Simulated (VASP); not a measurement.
# Li (I4_1/amd) in VASP: notebook

Li is run at these levels: PBEsol; tasks: single point, relaxation of cell and atoms.

Everything below comes from runs of VASP 6.6.1. Logs are shortened: lines on timing, memory, paths and dates and some standing lists are left out, and cuts for length are marked.

## Step 1: The cell of the first run

Symmetry: I4_1/amd, No. 141, tetragonal system. The conventional cell has a = 4.398 Å, b = 4.398 Å, c = 2.433 Å, α = 90.00°, β = 90.00°, γ = 90.00°. Within 3.0 Å of Li (site symmetry -4m2) lie 10 Li at 2.28 to 2.86 Å.

## Step 2: Single point, PBEsol

INCAR reads:

```
SYSTEM = Li
PREC = Accurate ; ENCUT = 520
EDIFF = 1E-6 ; ISMEAR = -1
SIGMA = 0.08 ; LREAL = .False.
LASPH = .True. ; NELM = 60
ALGO = Normal ; ISIF = 2
LWAVE = .False. ; LCHARG = .False.
GGA = PS ; NBANDS = 10
```

KPOINTS reads:

```
regular mesh
0
Gamma
  18 18 18
  0 0 0
```

POSCAR reads:

```
Li
1.0
   -2.1988473176      2.1988473176      1.2166481495
    2.1988473176     -2.1988473176      1.2166481495
    2.1988473176      2.1988473176     -1.2166481495
Li
2
Direct
   -0.3750000000     -0.1250000000     -0.2500000000
    0.3750000000      0.1250000000      0.2500000000
```

Potentials or basis: VASP PAW PBE potentials, release 64 (Li_sv).

Started as:

```bash
> cat potpaw_PBE.64/Li_sv/POTCAR > POTCAR
> mpirun -np 1 vasp_std > vasp.out
```

OUTCAR:

```text
SYSTEM = Li
   PREC = Accurate
   ENCUT = 520
   EDIFF = 1E-6
   ISMEAR = -1
   LREAL = .False.
   LASPH = .True.
   NELM = 60
   ISIF = 2
   GGA = PS

 ion  position               nearest neighbor table
   1  0.625  0.875  0.750-   2 2.28   2 2.28   2 2.28   2 2.28
   2  0.375  0.125  0.250-   1 2.28   1 2.28   1 2.28   1 2.28

  LATTYP: Found a body centered tetragonal cell.
 ALAT       =     4.3976946352
 C/A-ratio  =     0.5533117919

  Lattice vectors:

 A1 = (  -2.1988473176,   2.1988473176,   1.2166481495)
 A2 = (   2.1988473176,  -2.1988473176,   1.2166481495)
 A3 = (   2.1988473176,   2.1988473176,  -1.2166481495)

Analysis of symmetry for initial positions (statically):
=====================================================================
 Subroutine PRICEL returns:
 Original cell was already a primitive cell.

 Routine SETGRP: Setting up the symmetry group for a
 body centered tetragonal supercell.

 Subroutine GETGRP returns: Found 16 space group operations
 (whereof  4 operations were pure point group operations)
 out of a pool of 16 trial point group operations.

The static configuration has the point symmetry C_2h.
 The point group associated with its full space group is D_4h.

Analysis of symmetry for dynamics (positions and initial velocities):
=====================================================================
 Subroutine PRICEL returns:
 Original cell was already a primitive cell.

 Routine SETGRP: Setting up the symmetry group for a
 body centered tetragonal supercell.

 Subroutine GETGRP returns: Found 16 space group operations
 (whereof  4 operations were pure point group operations)
 out of a pool of 16 trial point group operations.

The dynamic configuration has the point symmetry C_2h.
 The point group associated with its full space group is D_4h.

 Subroutine INISYM returns: Found 16 space group operations
 (whereof  4 operations are pure point group operations),
 and found     1 'primitive' translations

----------------------------------------------------------------------------------------

                                     Primitive cell

  volume of cell :      23.5296

  direct lattice vectors                    reciprocal lattice vectors
    -2.198847318  2.198847318  1.216648150     0.000000000  0.227391868  0.410965159
     2.198847318 -2.198847318  1.216648150     0.227391868  0.000000000  0.410965159
     2.198847318  2.198847318 -1.216648150     0.227391868  0.227391868  0.000000000

  length of vectors
     3.339175313  3.339175313  3.339175313     0.469680129  0.469680129  0.321580664

  position of ions in fractional coordinates (direct lattice)
     0.625000000  0.875000000  0.750000000
     0.375000000  0.125000000  0.250000000

  ion indices of the primitive-cell ions
   primitive index   ion index
                 1           1
                 2           2

----------------------------------------------------------------------------------------

 KPOINTS: regular mesh

Automatic generation of k-mesh.
 Grid dimensions read from file:
 generate k-points for:   18   18   18

 Generating k-lattice:

  Cartesian coordinates                     Fractional coordinates (reciprocal lattice)
     0.000000000  0.012632882  0.022831398     0.055555556 -0.000000000  0.000000000
     0.012632882  0.000000000  0.022831398    -0.000000000  0.055555556  0.000000000
     0.012632882  0.012632882  0.000000000     0.000000000  0.000000000  0.055555556

  Length of vectors
     0.026093341  0.026093341  0.017865592

  Shift w.r.t. Gamma in fractional coordinates (k-lattice)
     0.000000000  0.000000000  0.000000000

 Subroutine IBZKPT returns following result:
 ===========================================

 Found    480 irreducible k-points:

 Following reciprocal coordinates:
            Coordinates               Weight
  0.000000  0.000000  0.000000      1.000000
  0.055556  0.000000 -0.000000      8.000000
  0.111111  0.000000 -0.000000      8.000000
  0.166667  0.000000 -0.000000      8.000000
  0.222222  0.000000  0.000000      8.000000
  0.277778  0.000000 -0.000000      8.000000
[... 16 lines left out ...]
 -0.277778  0.055556  0.000000     16.000000
 -0.222222  0.055556  0.000000     16.000000
 [... further k-points ...]
   k-points           NKPTS =    480   k-points in BZ     NKDIM =    480   number of bands    NBANDS=     10
   number of dos      NEDOS =    301   number of ions     NIONS =      2
   total plane-waves  NPLWV =  21952
   dimension x,y,z NGX =    28 NGY =   28 NGZ =   28
   dimension x,y,z NGXF=    56 NGYF=   56 NGZF=   56
   ions per type =               2
   NGX,Y,Z   is equivalent  to a cutoff of  13.94, 13.94, 13.94 a.u.
   NGXF,Y,Z  is equivalent  to a cutoff of  27.88, 27.88, 27.88 a.u.
 SYSTEM =  Li
   PREC   = accura    normal or accurate (medium, high low for compatibility)
   ISTART =      0    job   : 0-new  1-cont  2-samecut
   ICHARG =      2    charge: 1-file 2-atom 10-const
   ISPIN  =      1    spin polarized calculation?
   LNONCOLLINEAR =      F non collinear calculations
   LSORBIT =      F    spin-orbit coupling
   LASPH  =      T    aspherical Exc in radial PAW
   ENCUT  =  520.0 eV  38.22 Ry    6.18 a.u.   6.21  6.21  6.21*2*pi/ulx,y,z
   NELM   =     60;   NELMIN=  2; NELMDL= -5     # of ELM steps
   EDIFF  = 0.1E-05   stopping-criterion for ELM
   LREAL  =      F    real-space projection
   EDIFFG = 0.1E-04   stopping-criterion for IOM
   NSW    =      0    number of steps for IOM
   IBRION =     -1    ionic relax: 0-MD 1-quasi-New 2-CG
   NFREE  =      0    steps in history (QN), initial steepest desc. (CG)
   ISIF   =      2    stress and relaxation
   ISYM   =      2    0-nonsym 1-usesym 2-fastsym
   POTIM  = 0.5000    time-step for ionic-motion
   TEBEG  =    0.0;   TEEND  =   0.0 temperature during run
   PSTRESS=    0.0 pullay stress
   NELECT =       6.0000    total number of electrons
   NUPDOWN=      -1.0000    fix difference up-down
   EMIN   =  10.00;   EMAX   =-10.00  energy-range for DOS
   EFERMI =   0.00;   METHOD = LEGACY
   ISMEAR =    -1;   SIGMA  =   0.08  broadening in eV -4-tet -1-fermi 0-gaus
   EFERMI_NEDOS =   21; number of points for ismear=-14 and -15
   IALGO  =     38    algorithm
   IMIX   =      4    mixing-type and parameters
     AMIX     =   0.40;   BMIX     =  1.00
     AMIX_MAG =   1.60;   BMIX_MAG =  1.00
  volume/ion in A,a.u.               =      11.76        79.39
  Fermi-wavevector in a.u.,A,eV,Ry     =   1.038134  1.961789 14.663309  1.077723
  Thomas-Fermi vector in A             =   2.172604
   LORBIT       =      0    0 simple, 1 ext, 2 COOP (PROOUT), +10 PAW based schemes
   GGA     = PS    functional components
   LHFCALC =     F    Hartree Fock is set to
   AEXX    =    0.0000 exact exchange contribution
   IVDW    =     0    specifies the selected vdW correction
   LEPSILON=     F    determine dielectric tensor
   LRPA    =     F    only Hartree local field effects (RPA)
 non-spin polarized calculation
  energy-cutoff  :      520.00
  volume of cell :       23.53
 maximum number of plane-waves:       652
 NGX is ok and might be reduce to    28
   NGX = 13   NGY = 13   NGZ = 13

 number of electron       5.9999990 magnetization

 Free energy of the ion-electron system (eV)
  ---------------------------------------------------
  ext. energy  EPLUGINS =         0.00000000
  ---------------------------------------------------
  free energy    TOTEN  =        -3.18097789 eV

  energy without entropy =       -3.16266253  energy(sigma->0) =       -3.17182021

 E-fermi :   2.4395     XC(G=0):  -8.4931

 val. band max:        2.4389372735   @ k =  -0.3333   0.4444   0.1111
 cond. band min:       2.4472080815   @ k =  -0.2778  -0.3889   0.0556
 fundamental gap:      0.0082708080
 Fermi energy:         2.4395311019

 k-point     1 :       0.0000    0.0000    0.0000
  band No.  band energies     occupation
      1     -42.9499      2.00000
      2     -42.6784      2.00000
      3      -1.4922      2.00000
      4       7.8209      0.00000
      5       7.8209      0.00000
      6      10.9075      0.00000
      7      16.5680      0.00000
      8      21.1432      0.00000
      9      21.1432      0.00000
     10      21.7074      0.00000

 k-point     2 :       0.0556    0.0000   -0.0000
  band No.  band energies     occupation
      1     -42.9457      2.00000
      2     -42.6782      2.00000
      3      -1.4348      2.00000
      4       7.6956      0.00000
      5       7.8878      0.00000
      6      11.2311      0.00000
      7      16.1656      0.00000
      8      20.6349      0.00000
      9      21.0511      0.00000
     10      21.0630      0.00000

 k-point     3 :       0.1111    0.0000   -0.0000
  band No.  band energies     occupation
      1     -42.9334      2.00000
      2     -42.6777      2.00000
      3      -1.2626      2.00000
      4       7.4469      0.00000
      5       8.0767      0.00000
      6      12.0720      0.00000
      7      15.2115      0.00000
      8      19.2858      0.00000
      9      19.8610      0.00000
     10      20.4972      0.00000

 k-point     4 :       0.1667    0.0000   -0.0000
  band No.  band energies     occupation
      1     -42.9143      2.00000
      2     -42.6771      2.00000
      3      -0.9729      2.00000
      4       7.2453      0.00000
      5       8.3471      0.00000
      6      13.2475      0.00000
      7      14.0192      0.00000
      8      17.5113      0.00000
      9      18.8194      0.00000
     10      19.0369      0.00000
[... 222 lines left out ...]
 k-point    22 :      -0.3333    0.0556    0.0000
  band No.  band energies     occupation
      1     -42.8546      2.00000
      2     -42.6859      2.00000
      3       0.1424      2.00000
      4       6.5419      0.00000
      5       8.5926      0.00000
      6      11.2389      0.00000
      7      14.3941      0.00000
      8      15.5423      0.00000
      9      17.3641      0.00000
     10      18.2328      0.00000

 k-point    23 :      -0.2778    0.0556    0.0000
  band No.  band energies     occupation
      1     -42.8815      2.00000
      2     -42.6848      2.00000
      3      -0.4192      2.00000
      4       6.4399      0.00000
      5       8.6036      0.00000
      6      12.5658      0.00000
      7      15.4610      0.00000
      8      15.5741      0.00000
      9      17.6634      0.00000
     10      18.0901      0.00000

 k-point    24 :      -0.2222    0.0556    0.0000
  band No.  band energies     occupation
      1     -42.9066      2.00000
      2     -42.6839      2.00000
      3      -0.8599      2.00000
      4       6.4944      0.00000
      5       8.3938      0.00000
      6      13.7482      0.00000
      7      14.4886      0.00000
      8      16.9106      0.00000
      9      18.5259      0.00000
     10      19.3015      0.00000

 [... further k-points ...]
[... 5 lines left out ...]
  --------------------------------------------------------------------------------------
  -------------------------------------------------------------------------------------
  Total        2.4618302      2.4618302      2.4711641      0.0000000     -0.0000000      0.0000000
  in kB      167.6306914    167.6306914    168.2662564      0.0000000     -0.0000000      0.0000000
  external PRESSURE =     167.8425464 kB  Pullay stress =       0.0000000 kB

 VOLUME and BASIS-vectors are now :
 -----------------------------------------------------------------------------
  energy-cutoff  :      520.00
  volume of cell :       23.53
      direct lattice vectors                 reciprocal lattice vectors
    -2.198847318  2.198847318  1.216648150     0.000000000  0.227391868  0.410965159
     2.198847318 -2.198847318  1.216648150     0.227391868  0.000000000  0.410965159
     2.198847318  2.198847318 -1.216648150     0.227391868  0.227391868  0.000000000

 POSITION                                       TOTAL-FORCE (eV/Angst)
 -----------------------------------------------------------------------------------
      2.19885      1.09942      0.91249         0.000000      0.000000     -0.000000
      0.00000      1.09942      0.30416        -0.000000     -0.000000      0.000000
 -----------------------------------------------------------------------------------
    total drift:                                0.000000      0.000000      0.000000

  FREE ENERGIE OF THE ION-ELECTRON SYSTEM (eV)
  ---------------------------------------------------
  free  energy   TOTEN  =        -3.1809778922 eV

  energy  without entropy=       -3.1626625294  energy(sigma->0) =       -3.17182021
```

It took 4.4 min on 1 thread of AMD EPYC 7R13, shared host; peak memory 0.18 GiB.

Results:

- Free energy: -3.1810 eV
- Band gap on the k mesh: zero (band 3 reaches 4.28 eV, above the bottom of band 4 at 0.88 eV)

Caveat: the cutoff is under 1.25 times the usual one of these potentials, so pressure, stress and relaxed cells hold a basis-set (Pulay) error; the PAW data sets were made with another functional, which shifts forces and pressure a little.

## Step 3: Relaxation of cell and atoms, PBEsol, target pressure 17 GPa, at which the enthalpy is minimised

INCAR reads:

```
PREC = Accurate
ENCUT = 600
EDIFF = 1E-6
ISMEAR = -1
SIGMA = 0.08
LREAL = F
LASPH = T
NELM = 100
ALGO = Normal
ISIF = 3
LWAVE = F
LCHARG = F
GGA = PS
IBRION = 2
NSW = 32
EDIFFG = -0.005
PSTRESS = 170.0
```

KPOINTS reads:

```
Automatic mesh
0
Gamma
  18 18 18
```

POSCAR is that of step 2.

Potentials or basis: VASP PAW PBE potentials, release 64 (Li_sv).

Started as:

```bash
> cat potpaw_PBE.64/Li_sv/POTCAR > POTCAR
> mpirun -np 1 vasp_std > vasp.out
```

Wall time 5.8 min (1 thread of AMD EPYC 7R13, shared host); peak memory 0.18 GiB.

It converged, with:

| Quantity | Value |
| --- | --- |
| Free energy | -3.1729 eV |
| Relaxed volume | 11.71 Å³/atom |
| Relaxed cell | a = 3.334 Å, b = 3.334 Å, c = 3.334 Å, α = 97.63°, β = 97.63°, γ = 137.25° |
| Space group after relaxing (to 0.05 Å) | I4_1/amd (No. 141) |
| Energy change on relaxing (the enthalpy is what falls) | +5.4 meV/atom |
| Ionic steps | 3 |
| Pressure after relaxing | 17.0 GPa |
| Band gap on the k mesh | zero (band 3 reaches 4.30 eV, above the bottom of band 4 at 0.90 eV) |

The path:
| step | energy change (eV) | largest force (eV/Å) | pressure (GPa) | volume (Å³) |
| --- | --- | --- | --- | --- |
| 1 | 0.0000 | 0.0000 | 16.74 | 23.53 |
| 2 | 0.0067 | 0.0000 | 16.91 | 23.47 |
| 3 | 0.0108 | 0.0000 | 17.00 | 23.43 |

Final structure:
```
Li
1.0
    -2.19544    2.19544    1.21512
     2.19544   -2.19544    1.21512
     2.19544    2.19544   -1.21512
Li
2
Direct
  0.62500 0.87500 0.75000
  0.37500 0.12500 0.25000
```

Levels at points of the mesh, in eV from the Fermi level:
```csv
k point,band 1,band 2,band 3,band 4,band 5,band 6,band 7
"(0.00, 0.00, 0.00)",-45.38,-45.11,-3.93,5.40,5.40,8.49,14.18
"(0.50, 0.00, 0.00)",-45.22,-45.12,-0.06,3.27,6.25,7.36,8.39
"(0.50, 0.50, 0.00)",-45.24,-45.24,-1.56,-1.56,9.18,9.18,14.26
"(0.50, 0.50, 0.50)",-45.23,-45.23,-0.92,-0.92,4.83,4.83,16.17
```

Caveat: the cutoff is under 1.25 times the usual one of these potentials, so pressure, stress and relaxed cells hold a basis-set (Pulay) error; the cell is relaxed towards a set pressure, so the enthalpy falls and the energy may rise; the PAW data sets were made with another functional, which shifts forces and pressure a little.

## Step 4: Relaxation of cell and atoms, PBEsol, target pressure 17 GPa, at which the enthalpy is minimised

This run uses another cell than the first one, of 12.15 Å³/atom, 1.033 times its volume.

INCAR reads:

```
SYSTEM = Li
ALGO     = Normal         ! electronic algorithm
EDIFF    = 1E-7           ! SCF threshold, eV
EDIFFG   = -0.005         ! ionic threshold
ENCUT    = 600            ! plane-wave cutoff, eV
GGA      = PS             ! functional
IBRION   = 2              ! ionic algorithm
ISIF     = 3              ! what is computed and relaxed
ISMEAR   = -1             ! smearing method
LASPH    = .TRUE.         ! aspherical terms in the spheres
LCHARG   = .FALSE.        ! write CHGCAR
LREAL    = .FALSE.        ! projectors in reciprocal space
LWAVE    = .FALSE.        ! write WAVECAR
NELM     = 80             ! most SCF steps
NSW      = 60             ! ionic steps
PREC     = Accurate       ! precision mode
PSTRESS  = 170.0        
SIGMA    = 0.08           ! smearing width, eV
```

KPOINTS reads:

```
k-points
0
G
  18 18 18
  0 0 0
```

POSCAR reads:

```
Li
1.0
   -2.2270145057      2.2270145057      1.2248579782
    2.2270145057     -2.2270145057      1.2248579782
    2.2270145057      2.2270145057     -1.2248579782
Li
2
Direct
   -0.3750000000     -0.1250000000     -0.2500000000
    0.3750000000      0.1250000000      0.2500000000
```

Started as:

```bash
> cat potpaw_PBE.64/Li_sv/POTCAR > POTCAR
> mpirun -np 1 vasp_std > vasp.out
```

Wall time 12 min (1 thread of AMD EPYC 7R13, shared host); peak memory 0.18 GiB.

It converged, with:

- Free energy: -3.1706 eV
- Relaxed volume: 11.69 Å³/atom
- Relaxed cell: a = 3.331 Å, b = 3.331 Å, c = 3.331 Å, α = 97.65°, β = 97.65°, γ = 137.20°
- Space group after relaxing (to 0.05 Å): I4_1/amd (No. 141)
- Energy change on relaxing (the enthalpy is what falls): +45.3 meV/atom
- Ionic steps: 8
- Pressure after relaxing: 17.0 GPa
- Band gap on the k mesh: zero (band 3 reaches 4.31 eV, above the bottom of band 4 at 0.91 eV)

Step by step:
```
step  energy change (eV)  largest force (eV/Å)  pressure (GPa)  volume (Å³)
   1              0.0000                0.0000           14.95        24.30
   2              0.0527                0.0000           16.18        23.76
   3              0.0865                0.0000           16.96        23.43
   4              0.0883                0.0000           17.00        23.41
   5              0.0902                0.0000           17.05        23.39
   6              0.0903                0.0000           17.05        23.39
   7              0.0906                0.0000           17.04        23.39
   8              0.0907                0.0000           17.04        23.39
```

Final structure:
```cif
data_structure
_symmetry_space_group_name_H-M 'P 1'
_symmetry_Int_Tables_number 1
_cell_length_a 3.3315
_cell_length_b 3.3315
_cell_length_c 3.3315
_cell_angle_alpha 97.649
_cell_angle_beta 97.649
_cell_angle_gamma 137.205
_cell_volume 23.39
loop_
_atom_site_label
_atom_site_type_symbol
_atom_site_fract_x
_atom_site_fract_y
_atom_site_fract_z
_atom_site_occupancy
Li1 Li 0.62500 0.87500 0.75000 1
Li2 Li 0.37500 0.12500 0.25000 1
```

Levels at points of the mesh, in eV from the Fermi level:
| k point | band 1 | band 2 | band 3 | band 4 | band 5 | band 6 | band 7 |
| --- | --- | --- | --- | --- | --- | --- | --- |
| (0.00, 0.00, 0.00) | -45.38 | -45.10 | -3.93 | 5.42 | 5.42 | 8.51 | 14.20 |
| (0.50, 0.00, 0.00) | -45.22 | -45.11 | -0.06 | 3.27 | 6.25 | 7.37 | 8.40 |
| (0.50, 0.50, 0.00) | -45.24 | -45.24 | -1.55 | -1.55 | 9.20 | 9.20 | 14.29 |
| (0.50, 0.50, 0.50) | -45.23 | -45.23 | -0.91 | -0.91 | 4.84 | 4.84 | 16.15 |

Caveat: the cutoff is under 1.25 times the usual one of these potentials, so pressure, stress and relaxed cells hold a basis-set (Pulay) error; the cell is relaxed towards a set pressure, so the enthalpy falls and the energy may rise; the PAW data sets were made with another functional, which shifts forces and pressure a little.

## Step 5: Overview

```csv
task,cell,cutoff (eV),gap on the mesh (eV),pressure (GPa)
single point,"a = 3.339 Å, angles 97.6, 97.6, 137.3°, 2 atoms",520,none,-
relaxation of cell and atoms,"relaxed to 17 GPa from a = 3.339 Å, angles 97.6, 97.6, 137.3°, 2 atoms",600,none,17.0
relaxation of cell and atoms,"relaxed to 17 GPa from a = 3.379 Å, angles 97.5, 97.5, 137.5°, 2 atoms",600,none,17.0
```

Alike in all rows: level PBEsol; potentials or basis VASP PAW PBE potentials, release 64 (Li_sv); no spin polarisation; k mesh 18 × 18 × 18; smearing fermi-dirac 0.08 eV.

Caveats: the cutoff is under 1.25 times the usual one of these potentials, so pressure, stress and relaxed cells hold a basis-set (Pulay) error; the PAW data sets were made with another functional, which shifts forces and pressure a little; the cell is relaxed towards a set pressure, so the enthalpy falls and the energy may rise (some runs).

Total energies depend on the potentials used, so only differences within one code and one set of settings carry meaning.
